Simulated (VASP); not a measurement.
# SnO in VASP: single point with PBE+D3(BJ)

Aim: the single point of SnO with PBE+D3(BJ).

Program: VASP 6.6.1. These are calculated values, not measurements. Logs are shortened: lines on timing, memory, paths and dates and some standing lists are left out, and cuts for length are marked.

**1. The cell of the first run**

The cell holds a slab with vacuum, 8 atoms: a = 3.820 Å, b = 3.820 Å, c = 22.226 Å, α = 90.00°, β = 90.00°, γ = 90.00°.

**2. Single point, PBE+D3(BJ)**

INCAR

```
SYSTEM = SnO
  PREC = Accurate
  ENCUT = 520
  EDIFF = 1E-7
  ISMEAR = 0
  SIGMA = 0.05
  LREAL = .FALSE.
  LASPH = .TRUE.
  NELM = 100
  ALGO = Normal
  ISIF = 2
  LWAVE = .FALSE.
  LCHARG = .FALSE.
  LDIPOL = .TRUE.
  IDIPOL = 3
  DIPOL = 0.5 0.5 0.415
  GGA = PE
  IVDW = 12
  NBANDS = 50
```

KPOINTS

```
Automatic mesh
0
G
  7 7 1
  0 0 0
```

POSCAR

```
SnO
1.0
    3.8201526160      0.0002954389      0.0000000000
   -0.0003145156      3.8201526145      0.0000000000
    0.0000000000      0.0000000000     22.2260756252
Sn O
4 4
Direct
    0.9999453016      0.9999453016      0.2024648920
    0.4999453016      0.4999453016      0.3087831576
    0.4999453016      0.4999453016      0.5202464892
   -0.0000546984     -0.0000546984      0.6265647548
    0.9999461184      0.4999461184      0.2556240248
    0.4999461184      0.9999461184      0.2556240248
    0.4999461184     -0.0000538816      0.5734056220
   -0.0000538816      0.4999461184      0.5734056220
```

Potentials or basis: VASP PAW PBE potentials, release 64 (Sn_d, O).

Command:

```
$ cat potpaw_PBE.64/Sn_d/POTCAR potpaw_PBE.64/O/POTCAR > POTCAR
$ mpirun -np 1 vasp_std > vasp.out
```

OUTCAR:

```text
SYSTEM = SnO
   PREC = Accurate
   ENCUT = 520
   EDIFF = 1E-7
   ISMEAR = 0
   LREAL = .FALSE.
   LASPH = .TRUE.
   NELM = 100
   ISIF = 2
   GGA = PE
   IVDW = 12
 IVDW          = 12

 ion  position               nearest neighbor table
   1  1.000  1.000  0.202-   6 2.25   5 2.25   6 2.25   5 2.25   2 3.59   2 3.59   2 3.59   2 3.59

   2  0.500  0.500  0.309-   5 2.25   6 2.25   5 2.25   6 2.25   1 3.59   1 3.59   1 3.59   1 3.59

   3  0.500  0.500  0.520-   8 2.25   7 2.25   8 2.25   7 2.25   4 3.59   4 3.59   4 3.59   4 3.59

   4  1.000  1.000  0.627-   7 2.25   8 2.25   7 2.25   8 2.25   3 3.59   3 3.59   3 3.59   3 3.59

   5  1.000  0.500  0.256-   2 2.25   1 2.25   2 2.25   1 2.25
   6  0.500  1.000  0.256-   1 2.25   2 2.25   1 2.25   2 2.25
   7  0.500  1.000  0.573-   4 2.25   3 2.25   4 2.25   3 2.25
   8  1.000  0.500  0.573-   3 2.25   4 2.25   3 2.25   4 2.25

  LATTYP: Found a simple tetragonal cell.
 ALAT       =     3.8201526274
 C/A-ratio  =     5.8181119429

  Lattice vectors:

 A1 = (   3.8201526160,   0.0002954389,   0.0000000000)
 A2 = (  -0.0003145156,   3.8201526145,   0.0000000000)
 A3 = (   0.0000000000,   0.0000000000,  22.2260756252)

Analysis of symmetry for initial positions (statically):
=====================================================================
 Subroutine PRICEL returns:
 Original cell was already a primitive cell.

 Routine SETGRP: Setting up the symmetry group for a
 simple tetragonal supercell.

 Subroutine GETGRP returns: Found 16 space group operations
 (whereof  2 operations were pure point group operations)
 out of a pool of 16 trial point group operations.

The static configuration has the point symmetry C_1h.
 The point group associated with its full space group is D_4h.

Analysis of symmetry for dynamics (positions and initial velocities):
=====================================================================
 Subroutine PRICEL returns:
 Original cell was already a primitive cell.

 Routine SETGRP: Setting up the symmetry group for a
 simple tetragonal supercell.

 Subroutine GETGRP returns: Found 16 space group operations
 (whereof  2 operations were pure point group operations)
 out of a pool of 16 trial point group operations.

The dynamic configuration has the point symmetry C_1h.
 The point group associated with its full space group is D_4h.

 Subroutine INISYM returns: Found 16 space group operations
 (whereof  2 operations are pure point group operations),
 and found     1 'primitive' translations

----------------------------------------------------------------------------------------

                                     Primitive cell

  volume of cell :     324.3577

  direct lattice vectors                    reciprocal lattice vectors
     3.820152616  0.000295439  0.000000000     0.261769645  0.000021552  0.000000000
    -0.000314516  3.820152614  0.000000000    -0.000020244  0.261769645  0.000000000
     0.000000000  0.000000000 22.226075625     0.000000000  0.000000000  0.044992198

  length of vectors
     3.820152627  3.820152627 22.226075625     0.261769646  0.261769646  0.044992198

  position of ions in fractional coordinates (direct lattice)
     0.999945302  0.999945302  0.202464892
     0.499945302  0.499945302  0.308783158
     0.499945302  0.499945302  0.520246489
     0.999945302  0.999945302  0.626564755
     0.999946118  0.499946118  0.255624025
     0.499946118  0.999946118  0.255624025
     0.499946118  0.999946118  0.573405622
     0.999946118  0.499946118  0.573405622

  ion indices of the primitive-cell ions
   primitive index   ion index
                 1           1
                 2           2
                 3           3
                 4           4
                 5           5
                 6           6
                 7           7
                 8           8

----------------------------------------------------------------------------------------

 KPOINTS: Automatic mesh

Automatic generation of k-mesh.
 Grid dimensions read from file:
 generate k-points for:    7    7    1

 Generating k-lattice:

  Cartesian coordinates                     Fractional coordinates (reciprocal lattice)
     0.037395664  0.000003079  0.000000000     0.142857143 -0.000000000  0.000000000
    -0.000002892  0.037395664  0.000000000     0.000000000  0.142857143  0.000000000
     0.000000000  0.000000000  0.044992198     0.000000000  0.000000000  1.000000000

  Length of vectors
     0.037395664  0.037395664  0.044992198

  Shift w.r.t. Gamma in fractional coordinates (k-lattice)
     0.000000000  0.000000000  0.000000000

 Subroutine IBZKPT returns following result:
 ===========================================

 Found     10 irreducible k-points:

 Following reciprocal coordinates:
            Coordinates               Weight
  0.000000  0.000000  0.000000      1.000000
  0.142857  0.000000  0.000000      4.000000
  0.285714  0.000000  0.000000      4.000000
  0.428571  0.000000  0.000000      4.000000
  0.142857  0.142857  0.000000      4.000000
  0.285714  0.142857  0.000000      8.000000
  0.428571  0.142857  0.000000      8.000000
  0.285714  0.285714  0.000000      4.000000
  0.428571  0.285714  0.000000      8.000000
  0.428571  0.428571  0.000000      4.000000
   k-points           NKPTS =     10   k-points in BZ     NKDIM =     10   number of bands    NBANDS=     50
   number of dos      NEDOS =    301   number of ions     NIONS =      8
   total plane-waves  NPLWV = 131712
   dimension x,y,z NGX =    28 NGY =   28 NGZ =  168
   dimension x,y,z NGXF=    56 NGYF=   56 NGZF=  336
   ions per type =               4   4
   NGX,Y,Z   is equivalent  to a cutoff of  12.19, 12.19, 12.57 a.u.
   NGXF,Y,Z  is equivalent  to a cutoff of  24.37, 24.37, 25.13 a.u.
 SYSTEM =  SnO
   PREC   = accura    normal or accurate (medium, high low for compatibility)
   ISTART =      0    job   : 0-new  1-cont  2-samecut
   ICHARG =      2    charge: 1-file 2-atom 10-const
   ISPIN  =      1    spin polarized calculation?
   LNONCOLLINEAR =      F non collinear calculations
   LSORBIT =      F    spin-orbit coupling
   LASPH  =      T    aspherical Exc in radial PAW
   ENCUT  =  520.0 eV  38.22 Ry    6.18 a.u.   7.10  7.10 41.33*2*pi/ulx,y,z
   NELM   =    100;   NELMIN=  2; NELMDL= -5     # of ELM steps
   EDIFF  = 0.1E-06   stopping-criterion for ELM
   LREAL  =      F    real-space projection
   EDIFFG = 0.1E-05   stopping-criterion for IOM
   NSW    =      0    number of steps for IOM
   IBRION =     -1    ionic relax: 0-MD 1-quasi-New 2-CG
   NFREE  =      0    steps in history (QN), initial steepest desc. (CG)
   ISIF   =      2    stress and relaxation
   ISYM   =      2    0-nonsym 1-usesym 2-fastsym
   POTIM  = 0.5000    time-step for ionic-motion
   TEBEG  =    0.0;   TEEND  =   0.0 temperature during run
   PSTRESS=    0.0 pullay stress
   NELECT =      80.0000    total number of electrons
   NUPDOWN=      -1.0000    fix difference up-down
   EMIN   =  10.00;   EMAX   =-10.00  energy-range for DOS
   EFERMI =   0.00;   METHOD = LEGACY
   ISMEAR =     0;   SIGMA  =   0.05  broadening in eV -4-tet -1-fermi 0-gaus
   EFERMI_NEDOS =   21; number of points for ismear=-14 and -15
   IALGO  =     38    algorithm
   IMIX   =      4    mixing-type and parameters
     AMIX     =   0.40;   BMIX     =  1.00
     AMIX_MAG =   1.60;   BMIX_MAG =  1.00
  volume/ion in A,a.u.               =      40.54       273.61
  Fermi-wavevector in a.u.,A,eV,Ry     =   1.026668  1.940121 14.341187  1.054047
  Thomas-Fermi vector in A             =   2.160573
   LORBIT       =      0    0 simple, 1 ext, 2 COOP (PROOUT), +10 PAW based schemes
   GGA     = PE    functional components
   LHFCALC =     F    Hartree Fock is set to
   AEXX    =    0.0000 exact exchange contribution
   IVDW    =    12    specifies the selected vdW correction
   LEPSILON=     F    determine dielectric tensor
   LRPA    =     F    only Hartree local field effects (RPA)
 non-spin polarized calculation
 Gauss-broadening in eV      SIGMA  =   0.05
  energy-cutoff  :      520.00
  volume of cell :      324.36
 maximum number of plane-waves:      8769
   NGX = 15   NGY = 15   NGZ = 83

 dipolmoment           0.000000      0.000000      0.000071 electrons x Angstroem

 number of electron      79.9999969 magnetization

 dipolmoment           0.000000      0.000000     -0.000002 electrons x Angstroem

 Free energy of the ion-electron system (eV)
  ---------------------------------------------------
  ext. energy  EPLUGINS =         0.00000000
  ---------------------------------------------------
  free energy    TOTEN  =       -45.15614523 eV

  energy without entropy =      -45.15614523  energy(sigma->0) =      -45.15614523

 E-fermi :  -0.0316     XC(G=0):  -5.3626

 val. band max:       -0.2908421316   @ k =   0.1429   0.1429   0.0000
 cond. band min:       2.3387296701   @ k =   0.0000   0.0000   0.0000
 fundamental gap:      2.6295718017
 Fermi energy:        -0.0316313682

 k-point     1 :       0.0000    0.0000    0.0000
  band No.  band energies     occupation
      1     -21.0465      2.00000
      2     -21.0464      2.00000
      3     -20.6857      2.00000
      4     -20.6857      2.00000
      5     -20.6480      2.00000
      6     -20.6479      2.00000
[... 42 lines left out ...]
     49       5.1991      0.00000
     50       5.2506      0.00000

 k-point     2 :       0.1429    0.0000    0.0000
  band No.  band energies     occupation
      1     -21.0375      2.00000
      2     -21.0375      2.00000
      3     -20.6864      2.00000
      4     -20.6863      2.00000
      5     -20.6497      2.00000
      6     -20.6496      2.00000
[... 416 lines left out ...]
 k-point    10 :       0.4286    0.4286    0.0000
  band No.  band energies     occupation
      1     -20.9874      2.00000
      2     -20.9872      2.00000
      3     -20.9735      2.00000
      4     -20.9733      2.00000
      5     -20.6527      2.00000
      6     -20.6526      2.00000
[... 42 lines left out ...]
     49       6.0335      0.00000
     50       6.0778      0.00000

------------------------ aborting loop because EDIFF is reached ----------------------------------------

 vacuum level on the upper side and lower side of the slab       (xc-potential included)        -0.159        -0.155

 Edisp (eV)   -1.20097

 E8    (eV) :    -0.5307

  FORCE on cell =-STRESS in cart. coord.  units (eV):
  Direction    XX          YY          ZZ          XY          YZ          ZX
  --------------------------------------------------------------------------------------
  -------------------------------------------------------------------------------------
  Total       0.17819     0.17819     0.12014    -0.00000     0.00000     0.00000
  in kB       0.88018     0.88018     0.59346    -0.00000     0.00000     0.00000
  external pressure =        0.78 kB  Pullay stress =        0.00 kB

 VOLUME and BASIS-vectors are now :
 -----------------------------------------------------------------------------
  energy-cutoff  :      520.00
  volume of cell :      324.36
      direct lattice vectors                 reciprocal lattice vectors
     3.820152616  0.000295439  0.000000000     0.261769645  0.000021552  0.000000000
    -0.000314516  3.820152614  0.000000000    -0.000020244  0.261769645  0.000000000
     0.000000000  0.000000000 22.226075625     0.000000000  0.000000000  0.044992198

 POSITION                                       TOTAL-FORCE (eV/Angst)
 -----------------------------------------------------------------------------------
      3.81963      3.82024      4.50000         0.000000     -0.000000     -0.088280
      1.90971      1.91002      6.86304         0.000000     -0.000000      0.115578
      1.90971      1.91002     11.56304         0.000000     -0.000000     -0.115578
      3.81963      3.82024     13.92608         0.000000     -0.000000      0.088280
      3.81979      1.91017      5.68152         0.000000      0.000000      0.000697
      1.90956      3.82009      5.68152        -0.000000      0.000000      0.000697
      1.90956      3.82009     12.74456         0.000000      0.000000     -0.000697
      3.81979      1.91017     12.74456        -0.000000     -0.000000     -0.000697
 -----------------------------------------------------------------------------------
    total drift:                               -0.013973     -0.013975     -0.000162

  FREE ENERGIE OF THE ION-ELECTRON SYSTEM (eV)
  ---------------------------------------------------
  free  energy   TOTEN  =       -46.3571173717 eV

  energy  without entropy=      -46.3571173717  energy(sigma->0) =      -46.35711737

 vacuum level on the upper side and lower side of the slab         4.785         4.789
```

Run time: 2.9 min. Hardware: 1 thread of Intel Xeon Platinum 8488C (Sapphire Rapids), shared host; peak memory 0.39 GiB.

What came out:

- Free energy: -46.3571 eV
- Largest force: 0.116 eV/Å
- Band gap on the k mesh: 2.63 eV (least direct gap 2.66 eV)
- Dispersion energy per atom: -0.150 eV

Forces in eV/Å, atoms in the order of the input:
```
Sn   0.000  0.000 -0.088
Sn   0.000  0.000  0.116
Sn   0.000  0.000 -0.116
Sn   0.000  0.000  0.088
O    0.000  0.000  0.001
O    0.000  0.000  0.001
O    0.000  0.000 -0.001
O    0.000  0.000 -0.001
```

Levels at points of the mesh, in eV from the valence-band top:
```
           k point  band 38  band 39  band 40  band 41  band 42  band 43
(0.00, 0.00, 0.00)    -1.85    -0.42    -0.03     2.63     2.96     2.97
```

Caveat: spin-orbit coupling is left out, which moves the levels of the heavy elements.
